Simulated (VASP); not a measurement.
# BaS (Fm-3m) in VASP: further runs

BaS is run at these levels: PBE; tasks: relaxation of cell and atoms, single point.

Program: VASP 6.6.1. These are calculated values, not measurements. Logs are shortened: lines on timing, memory, paths and dates and some standing lists are left out, and cuts for length are marked.

**1. The cell of the first run**

The structure is cubic, space group Fm-3m (No. 225). The conventional cell has a = 6.429 Å, b = 6.429 Å, c = 6.429 Å, α = 90.00°, β = 90.00°, γ = 90.00°. Ba (site symmetry m-3m) has 6 S at 3.21 Å within 4.2 Å. Within 4.2 Å of S (site symmetry m-3m) lie 6 Ba at 3.21 Å.

**2. Relaxation of cell and atoms, PBE**

File INCAR:

```
SYSTEM = BaS
PREC = Accurate
ENCUT = 600
EDIFF = 1E-7
ISMEAR = -1
SIGMA = 0.02
LREAL = .FALSE.
LASPH = .TRUE.
NELM = 80
ALGO = Normal
ISIF = 3
LWAVE = .FALSE.
LCHARG = .FALSE.
GGA = PE
IBRION = 2
NSW = 32
EDIFFG = -0.005
```

File KPOINTS:

```
Automatic mesh
0
G
  8 8 8
  0 0 0
```

File POSCAR:

```
BaS
1.0
    0.0000000000      3.2143926808      3.2143926808
    3.2143926808      0.0000000000      3.2143926808
    3.2143926808      3.2143926808      0.0000000000
Ba S
1 1
Direct
    0.0000000000      0.0000000000      0.0000000000
    0.5000000000      0.5000000000      0.5000000000
```

Potentials or basis: VASP PAW PBE potentials, release 64 (Ba_sv, S).

Launch:

```sh
$ cat potpaw_PBE.64/Ba_sv/POTCAR potpaw_PBE.64/S/POTCAR > POTCAR
$ mpirun -np 1 vasp_std > vasp.out
```

OUTCAR:

```text
SYSTEM = BaS
   PREC = Accurate
   ENCUT = 600
   EDIFF = 1E-7
   ISMEAR = -1
   LREAL = .FALSE.
   LASPH = .TRUE.
   NELM = 80
   ISIF = 3
   GGA = PE
   IBRION = 2
   NSW = 32
   EDIFFG = -0.005

 ion  position               nearest neighbor table
   1  0.000  0.000  0.000-   2 3.21   2 3.21   2 3.21   2 3.21   2 3.21   2 3.21
   2  0.500  0.500  0.500-   1 3.21   1 3.21   1 3.21   1 3.21   1 3.21   1 3.21

  LATTYP: Found a face centered cubic cell.
 ALAT       =     6.4287853616

  Lattice vectors:

 A1 = (   0.0000000000,   3.2143926808,   3.2143926808)
 A2 = (   3.2143926808,   0.0000000000,   3.2143926808)
 A3 = (   3.2143926808,   3.2143926808,   0.0000000000)

Analysis of symmetry for initial positions (statically):
=====================================================================
 Subroutine PRICEL returns:
 Original cell was already a primitive cell.

 Routine SETGRP: Setting up the symmetry group for a
 face centered cubic supercell.

 Subroutine GETGRP returns: Found 48 space group operations
 (whereof 48 operations were pure point group operations)
 out of a pool of 48 trial point group operations.

The static configuration has the point symmetry O_h .

Analysis of symmetry for dynamics (positions and initial velocities):
=====================================================================
 Subroutine PRICEL returns:
 Original cell was already a primitive cell.

 Routine SETGRP: Setting up the symmetry group for a
 face centered cubic supercell.

 Subroutine GETGRP returns: Found 48 space group operations
 (whereof 48 operations were pure point group operations)
 out of a pool of 48 trial point group operations.

The dynamic configuration has the point symmetry O_h .

 Subroutine INISYM returns: Found 48 space group operations
 (whereof 48 operations are pure point group operations),
 and found     1 'primitive' translations

----------------------------------------------------------------------------------------

                                     Primitive cell

  volume of cell :      66.4243

  direct lattice vectors                    reciprocal lattice vectors
     0.000000000  3.214392681  3.214392681    -0.155550379  0.155550379  0.155550379
     3.214392681  0.000000000  3.214392681     0.155550379 -0.155550379  0.155550379
     3.214392681  3.214392681  0.000000000     0.155550379  0.155550379 -0.155550379

  length of vectors
     4.545837724  4.545837724  4.545837724     0.269421160  0.269421160  0.269421160

  position of ions in fractional coordinates (direct lattice)
     0.000000000  0.000000000  0.000000000
     0.500000000  0.500000000  0.500000000

[... 100 lines left out ...]
   LORBIT       =      0    0 simple, 1 ext, 2 COOP (PROOUT), +10 PAW based schemes
   GGA     = PE    functional components
   LHFCALC =     F    Hartree Fock is set to
   AEXX    =    0.0000 exact exchange contribution
   IVDW    =     0    specifies the selected vdW correction
   LEPSILON=     F    determine dielectric tensor
   LRPA    =     F    only Hartree local field effects (RPA)
 conjugate gradient relaxation of ions
 non-spin polarized calculation
  energy-cutoff  :      600.00
  volume of cell :       66.42
 maximum number of plane-waves:      2252
   NGX = 19   NGY = 19   NGZ = 19

--------------------------------------- Ionic step        1  -------------------------------------------

 number of electron      16.0000002 magnetization

 Free energy of the ion-electron system (eV)
  ---------------------------------------------------
  ext. energy  EPLUGINS =         0.00000000
  ---------------------------------------------------
  free energy    TOTEN  =       -10.19315059 eV

  energy without entropy =      -10.19315059  energy(sigma->0) =      -10.19315059

------------------------ aborting loop because EDIFF is reached ----------------------------------------

  FORCE on cell =-STRESS in cart. coord.  units (eV):
  Direction    XX          YY          ZZ          XY          YZ          ZX
  --------------------------------------------------------------------------------------
  -------------------------------------------------------------------------------------
  Total        0.2309765      0.2309765      0.2309765      0.0000000      0.0000000     -0.0000000
  in kB        5.5712364      5.5712364      5.5712364      0.0000000      0.0000000     -0.0000000
  external PRESSURE =       5.5712364 kB  Pullay stress =       0.0000000 kB
[... 59 lines left out ...]
--------------------------------------- Ionic step        3  -------------------------------------------

 number of electron      16.0000001 magnetization

 Free energy of the ion-electron system (eV)
  ---------------------------------------------------
  ext. energy  EPLUGINS =         0.00000000
  ---------------------------------------------------
  free energy    TOTEN  =       -10.19464279 eV

  energy without entropy =      -10.19464279  energy(sigma->0) =      -10.19464279

 E-fermi :   1.6902     XC(G=0):  -8.4921

 val. band max:        1.2891577916   @ k =   0.0000   0.0000   0.0000
 cond. band min:       3.4482048970   @ k =   0.5000   0.5000   0.0000
 fundamental gap:      2.1590471054
 Fermi energy:         1.6901793160

 k-point     1 :       0.0000    0.0000    0.0000
  band No.  band energies     occupation
      1     -24.8892      2.00000
      2      -9.9490      2.00000
      3      -9.9490      2.00000
      4      -9.9490      2.00000
      5      -9.0219      2.00000
      6       1.2892      2.00000
      7       1.2892      2.00000
      8       1.2892      2.00000
      9       4.7338      0.00000
     10       5.1513      0.00000
     11       5.1513      0.00000
     12       5.1513      0.00000
[... 331 lines left out ...]
 k-point    24 :      -0.3750    0.2500    0.1250
  band No.  band energies     occupation
      1     -24.8455      2.00000
      2     -10.7561      2.00000
      3     -10.1207      2.00000
      4     -10.0418      2.00000
      5      -8.1939      2.00000
      6      -0.1447      2.00000
      7       0.4614      2.00000
      8       0.5254      2.00000
      9       5.9281      0.00000
     10       6.0968      0.00000
     11       7.8089      0.00000
     12       7.9958      0.00000

 [... further k-points ...]

------------------------ aborting loop because EDIFF is reached ----------------------------------------

  FORCE on cell =-STRESS in cart. coord.  units (eV):
  Direction    XX          YY          ZZ          XY          YZ          ZX
  --------------------------------------------------------------------------------------
  -------------------------------------------------------------------------------------
  Total        0.0008555      0.0008555      0.0008555      0.0000000      0.0000000     -0.0000000
  in kB        0.0203673      0.0203673      0.0203673      0.0000000      0.0000000     -0.0000000
  external PRESSURE =       0.0203673 kB  Pullay stress =       0.0000000 kB
[... 17 lines left out ...]
  FREE ENERGIE OF THE ION-ELECTRON SYSTEM (eV)
  ---------------------------------------------------
  free  energy   TOTEN  =       -10.1946427893 eV

  energy  without entropy=      -10.1946427892  energy(sigma->0) =      -10.19464279

 reached required accuracy - stopping structural energy minimisation
```

OSZICAR:

```text
N       E                     dE             d eps       ncg     rms          rms(c)
DAV:   1     0.101754315288E+03    0.10175E+03   -0.76860E+03   696   0.130E+03
[... 27 lines left out ...]
DAV:   1    -0.101956795482E+02   -0.11516E-02   -0.27931E-02   716   0.132E+00    0.197E-01
DAV:   2    -0.101948347265E+02    0.84482E-03   -0.15139E-03   736   0.305E-01    0.709E-02
DAV:   3    -0.101946301135E+02    0.20461E-03   -0.62599E-04  1004   0.179E-01    0.397E-02
DAV:   4    -0.101946339577E+02   -0.38441E-05   -0.23199E-05  1064   0.368E-02    0.238E-02
DAV:   5    -0.101946404694E+02   -0.65118E-05   -0.95324E-06  1092   0.219E-02    0.104E-02
DAV:   6    -0.101946427083E+02   -0.22388E-05   -0.58870E-07  1012   0.638E-03    0.718E-04
DAV:   7    -0.101946427893E+02   -0.80966E-07   -0.37188E-08   464   0.175E-03
   3 F= -.10194643E+02 E0= -.10194643E+02  d E =-.149220E-02
```

It took 1.8 min on 1 thread of Intel Xeon 8259CL, shared host; peak memory 0.22 GiB.

Results:

```
Free energy                           : -10.1946 eV
Relaxed volume                        : 33.65 Å³/atom
Relaxed cell                          : a = 4.566 Å, b = 4.566 Å, c = 4.566 Å, α = 60.00°, β = 60.00°, γ = 60.00°
Space group after relaxing (to 0.1 Å) : Fm-3m (No. 225)
Energy gained by relaxing             : 0.7 meV/atom
Ionic steps                           : 3
Pressure after relaxing               : 0.0 GPa
Band gap on the k mesh                : 2.16 eV (least direct gap 2.31 eV)
```

Step by step:
| step | energy change (eV) | largest force (eV/Å) | pressure (GPa) | volume (Å³) |
| --- | --- | --- | --- | --- |
| 1 | 0.0000 | 0.0000 | 0.56 | 66.42 |
| 2 | -0.0014 | 0.0000 | -0.15 | 67.54 |
| 3 | -0.0015 | 0.0000 | 0.00 | 67.29 |

Final structure:
```
Ba S
1.0
     0.00000    3.22837    3.22837
     3.22837    0.00000    3.22837
     3.22837    3.22837    0.00000
Ba S
1 1
Cartesian
  0.0000 0.0000 0.0000
  3.2284 3.2284 3.2284
```

Caveat: spin-orbit coupling is left out, which moves the levels of the heavy elements. A k mesh can miss the band edges.

**3. Single point, PBE, non-collinear spin, zero start, spin-orbit coupling**

File INCAR:

```
SYSTEM = BaS
  ALGO = Normal
  EDIFF = 1E-7
  ENCUT = 520
  GGA = PE
  GGA_COMPAT = .False.
  ISIF = 2
  ISMEAR = -1
  LASPH = .True.
  LCHARG = .False.
  LORBIT = 11
  LORBMOM = .True.
  LREAL = .False.
  LSORBIT = .True.
  LWAVE = .False.
  MAGMOM = 0 0 0 0 0 0
  NBANDS = 28
  NELM = 150
  PREC = Accurate
  SIGMA = 0.02
```

File KPOINTS:

```
k-points
0
Gamma
  8 8 8
  0 0 0
```

POSCAR is that of step 2.

Potentials or basis: VASP PAW PBE potentials, release 64 (Ba_sv, S).

Launch:

```sh
$ cat potpaw_PBE.64/Ba_sv/POTCAR potpaw_PBE.64/S/POTCAR > POTCAR
$ mpirun -np 1 vasp_ncl > vasp.out
```

OUTCAR:

```text
SYSTEM = BaS
   EDIFF = 1E-7
   ENCUT = 520
   GGA = PE
   ISIF = 2
   ISMEAR = -1
   LASPH = .True.
   LORBIT = 11
   LREAL = .False.
   LSORBIT = .True.
   NELM = 150
   PREC = Accurate

 ion  position               nearest neighbor table
   1  0.000  0.000  0.000-   2 3.21   2 3.21   2 3.21   2 3.21   2 3.21   2 3.21
   2  0.500  0.500  0.500-   1 3.21   1 3.21   1 3.21   1 3.21   1 3.21   1 3.21

  LATTYP: Found a face centered cubic cell.
 ALAT       =     6.4287853616

  Lattice vectors:

 A1 = (   0.0000000000,   3.2143926808,   3.2143926808)
 A2 = (   3.2143926808,   0.0000000000,   3.2143926808)
 A3 = (   3.2143926808,   3.2143926808,   0.0000000000)

Analysis of symmetry for initial positions (statically):
=====================================================================
 Subroutine PRICEL returns:
 Original cell was already a primitive cell.

 Routine SETGRP: Setting up the symmetry group for a
 face centered cubic supercell.

 Subroutine GETGRP returns: Found 48 space group operations
 (whereof 48 operations were pure point group operations)
 out of a pool of 48 trial point group operations.

The static configuration has the point symmetry O_h .

Analysis of symmetry for dynamics (positions and initial velocities):
=====================================================================
 Subroutine PRICEL returns:
 Original cell was already a primitive cell.

 Routine SETGRP: Setting up the symmetry group for a
 face centered cubic supercell.

 Subroutine GETGRP returns: Found 48 space group operations
 (whereof 48 operations were pure point group operations)
 out of a pool of 48 trial point group operations.

The dynamic configuration has the point symmetry O_h .

Analysis of structural, dynamic, and magnetic symmetry:
=====================================================================
 Subroutine PRICEL returns:
 Original cell was already a primitive cell.

 Routine SETGRP: Setting up the symmetry group for a
[... 954 lines left out ...]

 # of ion     p       d       tot
 ----------------------------------------
  1        -0.000  -0.000  -0.000
  2        -0.000   0.000  -0.000
 ----------------------------------------
           -0.000  -0.000  -0.000

 orbital moment (z)

 # of ion     p       d       tot
 ----------------------------------------
  1         0.000   0.000   0.000
  2         0.000   0.000   0.000
 ----------------------------------------
            0.000   0.000   0.000

 Spin-Orbit-Coupling matrix elements

 Ion:    1  E_soc:     -0.3888168
 l=   1
     0.0000000    -0.0646034    -0.0646034
    -0.0646034     0.0000000    -0.0646034
    -0.0646034    -0.0646034     0.0000000
 l=   2
     0.0000000    -0.0000133     0.0000000    -0.0000133    -0.0001861
    -0.0000133     0.0000000    -0.0001396    -0.0000133    -0.0000465
     0.0000000    -0.0001396     0.0000000    -0.0001396     0.0000000
    -0.0000133    -0.0000133    -0.0001396     0.0000000    -0.0000465
    -0.0001861    -0.0000465     0.0000000    -0.0000465     0.0000000
 l=   3
     0.0000000     0.0000000     0.0000000     0.0000000     0.0000000     0.0000000     0.0000000
     0.0000000     0.0000000     0.0000000     0.0000000     0.0000000     0.0000000     0.0000000
     0.0000000     0.0000000     0.0000000     0.0000000     0.0000000     0.0000000     0.0000000
     0.0000000     0.0000000     0.0000000     0.0000000     0.0000000     0.0000000     0.0000000
     0.0000000     0.0000000     0.0000000     0.0000000     0.0000000     0.0000000     0.0000000
     0.0000000     0.0000000     0.0000000     0.0000000     0.0000000     0.0000000     0.0000000
     0.0000000     0.0000000     0.0000000     0.0000000     0.0000000     0.0000000     0.0000000

 Ion:    2  E_soc:     -0.0023798
 l=   1
     0.0000000    -0.0003966    -0.0003966
    -0.0003966     0.0000000    -0.0003966
    -0.0003966    -0.0003966     0.0000000
 l=   2
     0.0000000     0.0000000     0.0000000     0.0000000     0.0000000
     0.0000000     0.0000000     0.0000000     0.0000000     0.0000000
     0.0000000     0.0000000     0.0000000     0.0000000     0.0000000
     0.0000000     0.0000000     0.0000000     0.0000000     0.0000000
     0.0000000     0.0000000     0.0000000     0.0000000     0.0000000
 l=   3
     0.0000000     0.0000000     0.0000000     0.0000000     0.0000000     0.0000000     0.0000000
     0.0000000     0.0000000     0.0000000     0.0000000     0.0000000     0.0000000     0.0000000
     0.0000000     0.0000000     0.0000000     0.0000000     0.0000000     0.0000000     0.0000000
     0.0000000     0.0000000     0.0000000     0.0000000     0.0000000     0.0000000     0.0000000
     0.0000000     0.0000000     0.0000000     0.0000000     0.0000000     0.0000000     0.0000000
     0.0000000     0.0000000     0.0000000     0.0000000     0.0000000     0.0000000     0.0000000
     0.0000000     0.0000000     0.0000000     0.0000000     0.0000000     0.0000000     0.0000000

 total charge

# of ion       s       p       d       tot
------------------------------------------
    1        2.010   5.617   0.268   7.895
    2        1.321   2.423   0.000   3.744
--------------------------------------------------
tot          3.330   8.040   0.268  11.638

 magnetization (x)

# of ion       s       p       d       tot
------------------------------------------
    1       -0.000   0.000  -0.000  -0.000
    2       -0.000  -0.000   0.000  -0.000
--------------------------------------------------
tot         -0.000  -0.000  -0.000  -0.000

 magnetization (y)

# of ion       s       p       d       tot
------------------------------------------
    1       -0.000  -0.000   0.000  -0.000
    2        0.000  -0.000   0.000  -0.000
--------------------------------------------------
tot         -0.000  -0.000   0.000  -0.000

 magnetization (z)

# of ion       s       p       d       tot
------------------------------------------
    1        0.000  -0.000   0.000   0.000
    2       -0.000  -0.000   0.000  -0.000
--------------------------------------------------
tot          0.000  -0.000   0.000  -0.000
```

OSZICAR:

```text
N       E                     dE             d eps       ncg     rms          rms(c)
DAV:   1     0.967143218056E+02    0.96714E+02   -0.66908E+03  1624   0.986E+02
DAV:   2    -0.391982802347E+01   -0.10063E+03   -0.93094E+02  2156   0.193E+02
DAV:   3    -0.107027982208E+02   -0.67830E+01   -0.67282E+01  2256   0.511E+01
DAV:   4    -0.108752789685E+02   -0.17248E+00   -0.17221E+00  2436   0.757E+00
DAV:   5    -0.108765873822E+02   -0.13084E-02   -0.13077E-02  2044   0.655E-01    0.469E+00
DAV:   6    -0.103660541772E+02    0.51053E+00   -0.79401E-01  2052   0.577E+00    0.348E+00
DAV:   7    -0.103724860828E+02   -0.64319E-02   -0.26611E-01  2080   0.291E+00    0.178E+00
DAV:   8    -0.103863992371E+02   -0.13913E-01   -0.32288E-02  1812   0.127E+00    0.433E-01
DAV:   9    -0.103870767801E+02   -0.67754E-03   -0.61096E-03  2016   0.629E-01    0.234E-01
DAV:  10    -0.103875179606E+02   -0.44118E-03   -0.13975E-03  1988   0.205E-01    0.990E-02
DAV:  11    -0.103878752453E+02   -0.35728E-03   -0.28595E-04  1752   0.116E-01    0.317E-02
DAV:  12    -0.103879339979E+02   -0.58753E-04   -0.76520E-05  1944   0.591E-02    0.138E-02
DAV:  13    -0.103879365468E+02   -0.25490E-05   -0.37751E-06  2024   0.129E-02    0.436E-03
DAV:  14    -0.103879368372E+02   -0.29041E-06   -0.97646E-07  1796   0.598E-03    0.151E-03
DAV:  15    -0.103879368363E+02    0.96384E-09   -0.29148E-08  1616   0.935E-04
   1 F= -.10387937E+02 E0= -.10387937E+02  d E =-.348314E-11  mag=    -0.0000     0.0000    -0.0000
```

It took 5 min on 1 thread of Intel Xeon 8259CL, shared host; peak memory 0.41 GiB.

Results:

```yaml
Free_energy: -10.3879 eV
Pressure: 0.5 GPa
Net_moment: 0.00 μB per cell
Valence_electrons_inside_the_program's_atomic_spheres: Ba 7.89; S 3.74
```

Moments on the atoms (μB; x, y, z):
```
Ba  0.00 0.00 0.00
S   0.00 0.00 0.00
```
